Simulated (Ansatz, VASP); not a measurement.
Two plane-wave programs on TiSn3O8

```xyz
12
Lattice="3.3319 -3.3385 0.0000 3.3319 3.3385 0.0000 0.0000 0.0000 6.2959" Properties=species:S:1:pos:R:3 pbc="T T T"
Ti    3.3319    0.0000    0.0000
Sn    0.0000    0.0000    4.7486
Sn    3.3319    0.0000    3.1480
Sn    0.0000    0.0000    1.5473
O     1.3523    0.0000    0.0000
O     5.3115    0.0000    0.0000
O     3.3319   -1.2738    4.7865
O     3.3319    1.2738    4.7865
O     1.2947    0.0000    3.1480
O     5.3691    0.0000    3.1480
O     3.3319   -1.2738    1.5094
O     3.3319    1.2738    1.5094
```

Alike in both runs: task single point; functional PBE; k mesh 6 × 6 × 4; occupations fermi-dirac, width 0.02 eV; no spin polarisation.

|  | VASP | Ansatz |
| --- | --- | --- |
| version | VASP 6.6.1 | Ansatz 0.2.0 |
| potentials or method | VASP PAW PBE potentials, release 64 (Ti_sv, Sn_d, O) | plane waves, PAW |
| plane-wave cutoff (eV) | 520 | 420 |
| valence electrons in the cell | 102 | 102 |

VASP gave:

```
gap on the k mesh at the Fermi level (eV) : 1.89
pressure (GPa)                            : 7.9
rms of the force components (eV/Å)        : 0.078
```

Problem. Which values does Ansatz return?

Solution. gap on the k mesh at the Fermi level (eV): 1.91; pressure (GPa): 7.2; rms of the force components (eV/Å): 0.073.
